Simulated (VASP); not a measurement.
# Si2Ni in VASP: single point with PBE

Aim: the single point of Si2Ni with PBE.

All numbers are computed with VASP 6.6.1; they aren't measurements. Logs are shortened: lines on timing, memory, paths and dates and some standing lists are left out, and cuts for length are marked.

### Step 1. The cell of the first run

The cell holds a slab with vacuum, 12 atoms: a = 3.815 Å, b = 3.815 Å, c = 27.902 Å, α = 90.00°, β = 90.00°, γ = 120.00°.

### Step 2. Single point, PBE, collinear spin, ferromagnetic start

Input file INCAR:

```
SYSTEM = Si2Ni
PREC = Accurate ; ENCUT = 520
EDIFF = 1E-6 ; ISMEAR = 0
SIGMA = 0.1 ; LREAL = .False.
LASPH = .True. ; NELM = 150
ALGO = Normal ; ISIF = 2
LWAVE = .False. ; LCHARG = .False.
ISPIN = 2 ; MAGMOM = 0 0 0 0 0 0 0 0 2 2 2 2
LORBIT = 11 ; LMAXMIX = 4
LDIPOL = .True. ; IDIPOL = 3
DIPOL = 0.5 0.5 0.501 ; GGA = PE
NBANDS = 52
```

Input file KPOINTS:

```
regular mesh
0
Gamma
  9 9 1
  0 0 0
```

Input file POSCAR:

```
Si2Ni
1.0
    3.8148410819      0.0000000000      0.0000000000
   -1.9074205410      3.3037492883      0.0000000000
    0.0000000000      0.0000000000     27.9018166139
Si Ni
8 4
Direct
    0.0000000000      0.0000000000      0.3046396626
    0.3333333333      0.6666666667      0.3604569034
    0.6666666667      0.3333333333      0.4162741441
    0.0000000000      0.0000000000      0.4720913848
    0.3333333333      0.6666666667      0.5283271919
    0.6666666667      0.3333333333      0.5858145832
    0.0000000000      0.0000000000      0.6423128679
    0.3333333333      0.6666666667      0.6944479789
    0.6666666667      0.3333333333      0.3325482882
    0.3333333333      0.6666666667      0.4441827593
    0.0000000000      0.0000000000      0.5571199833
    0.6666666667      0.3333333333      0.6689343852
```

Potentials or basis: VASP PAW PBE potentials, release 64 (Si, Ni).

Run with:

```bash
$ cat potpaw_PBE.64/Si/POTCAR potpaw_PBE.64/Ni/POTCAR > POTCAR
$ mpirun -np 1 vasp_std > vasp.out
```

OUTCAR:

```text
SYSTEM = Si2Ni
   PREC = Accurate
   ENCUT = 520
   EDIFF = 1E-6
   ISMEAR = 0
   LREAL = .False.
   LASPH = .True.
   NELM = 150
   ISIF = 2
   ISPIN = 2
   LORBIT = 11
   GGA = PE

 ion  position               nearest neighbor table
   1  0.000  0.000  0.305-   9 2.34   9 2.34   9 2.34   2 2.70   2 2.70   2 2.70
   2  0.333  0.667  0.360-  10 2.34   9 2.34   9 2.34   9 2.34   3 2.70   3 2.70   3 2.70   1 2.70
                             1 2.70   1 2.70
   3  0.667  0.333  0.416-   9 2.34  10 2.34  10 2.34  10 2.34   2 2.70   2 2.70   4 2.70   4 2.70
                             4 2.70   2 2.70
   4  0.000  0.000  0.472-  10 2.34  10 2.34  10 2.34  11 2.37   3 2.70   3 2.70   3 2.70   5 2.70
                             5 2.70   5 2.70
   5  0.333  0.667  0.528-  11 2.34  11 2.34  11 2.34  10 2.35   4 2.70   4 2.70   4 2.70   6 2.72
                             6 2.72   6 2.72
   6  0.667  0.333  0.586-  12 2.32  11 2.34  11 2.34  11 2.34   7 2.71   7 2.71   7 2.71   5 2.72
                             5 2.72   5 2.72
   7  0.000  0.000  0.642-  12 2.32  12 2.32  12 2.32  11 2.38   8 2.64   8 2.64   8 2.64   6 2.71
                             6 2.71   6 2.71
   8  0.333  0.667  0.694-  12 2.31  12 2.31  12 2.31   7 2.64   7 2.64   7 2.64
   9  0.667  0.333  0.333-   3 2.34   2 2.34   2 2.34   2 2.34   1 2.34   1 2.34   1 2.34
  10  0.333  0.667  0.444-   2 2.34   3 2.34   3 2.34   3 2.34   4 2.34   4 2.34   4 2.34   5 2.35

  11  0.000  0.000  0.557-   6 2.34   6 2.34   6 2.34   5 2.34   5 2.34   5 2.34   4 2.37   7 2.38

  12  0.667  0.333  0.669-   8 2.31   8 2.31   8 2.31   6 2.32   7 2.32   7 2.32   7 2.32

  LATTYP: Found a hexagonal cell.
 ALAT       =     3.8148410819
 C/A-ratio  =     7.3140180718

  Lattice vectors:

 A1 = (   3.8148410819,   0.0000000000,   0.0000000000)
 A2 = (  -1.9074205410,   3.3037492883,   0.0000000000)
 A3 = (   0.0000000000,   0.0000000000,  27.9018166139)

Analysis of symmetry for initial positions (statically):
=====================================================================
 Subroutine PRICEL returns:
 Original cell was already a primitive cell.

 Routine SETGRP: Setting up the symmetry group for a
 hexagonal supercell.

 Subroutine GETGRP returns: Found  6 space group operations
 (whereof  6 operations were pure point group operations)
 out of a pool of 24 trial point group operations.

The static configuration has the point symmetry C_3v.

Analysis of symmetry for dynamics (positions and initial velocities):
=====================================================================
 Subroutine PRICEL returns:
 Original cell was already a primitive cell.

 Routine SETGRP: Setting up the symmetry group for a
 hexagonal supercell.

 Subroutine GETGRP returns: Found  6 space group operations
 (whereof  6 operations were pure point group operations)
 out of a pool of 24 trial point group operations.

The dynamic configuration has the point symmetry C_3v.

Analysis of structural, dynamic, and magnetic symmetry:
=====================================================================
 Subroutine PRICEL returns:
 Original cell was already a primitive cell.

 Routine SETGRP: Setting up the symmetry group for a
 hexagonal supercell.

 Subroutine GETGRP returns: Found  6 space group operations
 (whereof  6 operations were pure point group operations)
 out of a pool of 24 trial point group operations.

The overall configuration has the point symmetry C_3v.

 Subroutine INISYM returns: Found  6 space group operations
 (whereof  6 operations are pure point group operations),
 and found     1 'primitive' translations

----------------------------------------------------------------------------------------

                                     Primitive cell

  volume of cell :     351.6544

  direct lattice vectors                    reciprocal lattice vectors
     3.814841082  0.000000000  0.000000000     0.262134117  0.151343203  0.000000000
    -1.907420541  3.303749288  0.000000000     0.000000000  0.302686406  0.000000000
     0.000000000  0.000000000 27.901816614     0.000000000  0.000000000  0.035839960
[... 95 lines left out ...]
   IBRION =     -1    ionic relax: 0-MD 1-quasi-New 2-CG
   NFREE  =      0    steps in history (QN), initial steepest desc. (CG)
   ISIF   =      2    stress and relaxation
   ISYM   =      2    0-nonsym 1-usesym 2-fastsym
   POTIM  = 0.5000    time-step for ionic-motion
   TEBEG  =    0.0;   TEEND  =   0.0 temperature during run
   PSTRESS=    0.0 pullay stress
   NELECT =      72.0000    total number of electrons
   NUPDOWN=      -1.0000    fix difference up-down
   EMIN   =  10.00;   EMAX   =-10.00  energy-range for DOS
   EFERMI =   0.00;   METHOD = LEGACY
   ISMEAR =     0;   SIGMA  =   0.10  broadening in eV -4-tet -1-fermi 0-gaus
   EFERMI_NEDOS =   21; number of points for ismear=-14 and -15
   IALGO  =     38    algorithm
   IMIX   =      4    mixing-type and parameters
     AMIX     =   0.40;   BMIX     =  1.00
     AMIX_MAG =   1.60;   BMIX_MAG =  1.00
  volume/ion in A,a.u.               =      29.30       197.76
  Fermi-wavevector in a.u.,A,eV,Ry     =   0.964896  1.823388 12.667344  0.931024
  Thomas-Fermi vector in A             =   2.094566
   LORBIT       =     11    0 simple, 1 ext, 2 COOP (PROOUT), +10 PAW based schemes
   GGA     = PE    functional components
   LHFCALC =     F    Hartree Fock is set to
   AEXX    =    0.0000 exact exchange contribution
   IVDW    =     0    specifies the selected vdW correction
   LEPSILON=     F    determine dielectric tensor
   LRPA    =     F    only Hartree local field effects (RPA)
 spin polarized calculation
 Gauss-broadening in eV      SIGMA  =   0.10
  energy-cutoff  :      520.00
  volume of cell :      351.65
 maximum number of plane-waves:      9525
   NGX = 15   NGY = 15   NGZ =103

 dipolmoment           0.000000      0.000000     -0.000320 electrons x Angstroem

 number of electron      72.0000006 magnetization       0.0000812

 number of electron      72.0000006 magnetization      -0.0000306

 dipolmoment           0.000000      0.000000      0.001148 electrons x Angstroem

 Free energy of the ion-electron system (eV)
  ---------------------------------------------------
  ext. energy  EPLUGINS =         0.00000000
  ---------------------------------------------------
  free energy    TOTEN  =       -67.86833335 eV

  energy without entropy =      -67.85049731  energy(sigma->0) =      -67.85941533

 E-fermi :   2.1547     XC(G=0):  -5.8666

 val. band max:        2.1474531621   @ k =   0.3333   0.0000   0.0000
 cond. band min:       2.2043981081   @ k =   0.3333   0.2222   0.0000
 fundamental gap:      0.0569449459
 Fermi energy:         2.1546503531

 spin component 1

 k-point     1 :       0.0000    0.0000    0.0000
  band No.  band energies     occupation
      1     -11.4188      1.00000
      2     -10.7856      1.00000
      3      -9.7795      1.00000
      4      -8.6527      1.00000
      5      -6.7259      1.00000
      6      -5.1224      1.00000
[... 601 lines left out ...]
     47       6.9951      0.00000
     48       7.7512      0.00000
 Fermi energy:         2.1546503531

 spin component 2

 k-point     1 :       0.0000    0.0000    0.0000
  band No.  band energies     occupation
      1     -11.4188      1.00000
      2     -10.7856      1.00000
      3      -9.7795      1.00000
      4      -8.6527      1.00000
      5      -6.7259      1.00000
      6      -5.1224      1.00000
[... 601 lines left out ...]
     47       6.9951      0.00000
     48       7.7512      0.00000
 [bands above 48 left out]

------------------------ aborting loop because EDIFF is reached ----------------------------------------

 vacuum level on the upper side and lower side of the slab       (xc-potential included)         0.008        -0.008

  FORCE on cell =-STRESS in cart. coord.  units (eV):
  Direction    XX          YY          ZZ          XY          YZ          ZX
  --------------------------------------------------------------------------------------
  -------------------------------------------------------------------------------------
  Total        0.2616255      0.2616255      0.1125063     -0.0000000      0.0000000     -0.0000000
  in kB        1.1919954      1.1919954      0.5125914     -0.0000000      0.0000000     -0.0000000
  external PRESSURE =       0.9655274 kB  Pullay stress =       0.0000000 kB

 VOLUME and BASIS-vectors are now :
 -----------------------------------------------------------------------------
  energy-cutoff  :      520.00
  volume of cell :      351.65
      direct lattice vectors                 reciprocal lattice vectors
     3.814841082  0.000000000  0.000000000     0.262134117  0.151343203  0.000000000
    -1.907420541  3.303749288  0.000000000     0.000000000  0.302686406  0.000000000
     0.000000000  0.000000000 27.901816614     0.000000000  0.000000000  0.035839960

 POSITION                                       TOTAL-FORCE (eV/Angst)
 -----------------------------------------------------------------------------------
      0.00000      0.00000      8.50000         0.000000     -0.000000      0.485791
     -0.00000      2.20250     10.05740         0.000000      0.000000     -0.593563
      1.90742      1.10125     11.61480         0.000000     -0.000000     -0.307231
      0.00000      0.00000     13.17221         0.000000     -0.000000      0.354407
     -0.00000      2.20250     14.74129         0.000000     -0.000000      0.012910
      1.90742      1.10125     16.34529         0.000000      0.000000     -0.035058
      0.00000      0.00000     17.92170         0.000000     -0.000000      0.036348
     -0.00000      2.20250     19.37636         0.000000     -0.000000     -0.008167
      1.90742      1.10125      9.27870        -0.000000     -0.000000     -0.020059
     -0.00000      2.20250     12.39351        -0.000000      0.000000      0.066629
      0.00000      0.00000     15.54466         0.000000     -0.000000      0.006331
      1.90742      1.10125     18.66448        -0.000000     -0.000000      0.001663
 -----------------------------------------------------------------------------------
    total drift:                               -0.000001      0.000000     -0.002494

  FREE ENERGIE OF THE ION-ELECTRON SYSTEM (eV)
  ---------------------------------------------------
  free  energy   TOTEN  =       -67.8683333534 eV

  energy  without entropy=      -67.8504973095  energy(sigma->0) =      -67.85941533

 vacuum level on the upper side and lower side of the slab         6.656         6.638

 total charge

# of ion       s       p       d       tot
------------------------------------------
    1        0.828   0.750   0.000   1.578
    2        0.727   0.856   0.000   1.583
    3        0.736   0.838   0.000   1.574
    4        0.738   0.844   0.000   1.581
    5        0.739   0.840   0.000   1.579
    6        0.739   0.832   0.000   1.571
    7        0.723   0.862   0.000   1.585
    8        0.819   0.776   0.000   1.595
    9        0.550   0.696   8.430   9.676
   10        0.562   0.810   8.445   9.817
   11        0.555   0.787   8.433   9.774
   12        0.557   0.723   8.441   9.721
--------------------------------------------------
tot          8.271   9.615  33.748  51.635

 magnetization (x)

# of ion       s       p       d       tot
------------------------------------------
    1        0.000   0.000   0.000   0.000
    2       -0.000   0.000   0.000   0.000
    3        0.000   0.000   0.000   0.000
    4        0.000   0.000   0.000   0.000
    5        0.000  -0.000   0.000  -0.000
    6       -0.000  -0.000   0.000  -0.000
    7        0.000  -0.000   0.000  -0.000
    8       -0.000  -0.000   0.000  -0.000
    9       -0.000  -0.000   0.000   0.000
   10       -0.000  -0.000   0.000  -0.000
   11       -0.000   0.000  -0.000  -0.000
   12       -0.000   0.000  -0.000  -0.000
--------------------------------------------------
tot         -0.000  -0.000  -0.000  -0.000
```

Wall time 21 min (1 thread of Oxide Virtual Turin-like, shared host); peak memory 0.69 GiB.

Results:

```yaml
Free_energy: -67.8683 eV
Largest_force: 0.594 eV/Å
Band_gap_on_the_k_mesh: zero (filled and empty bands overlap)
Net_moment: 0.00 μB per cell
Valence_electrons_inside_the_program's_atomic_spheres: Si 1.58, 1.57, 1.59 (each value once); Ni 9.68, 9.82, 9.77, 9.72
```

Forces in eV/Å, atoms in the order of the input:
```
Si   0.000  0.000  0.486
Si   0.000  0.000 -0.594
Si   0.000  0.000 -0.307
Si   0.000  0.000  0.354
Si   0.000  0.000  0.013
Si   0.000  0.000 -0.035
Si   0.000  0.000  0.036
Si   0.000  0.000 -0.008
Ni   0.000  0.000 -0.020
Ni   0.000  0.000  0.067
Ni   0.000  0.000  0.006
Ni   0.000  0.000  0.002
```
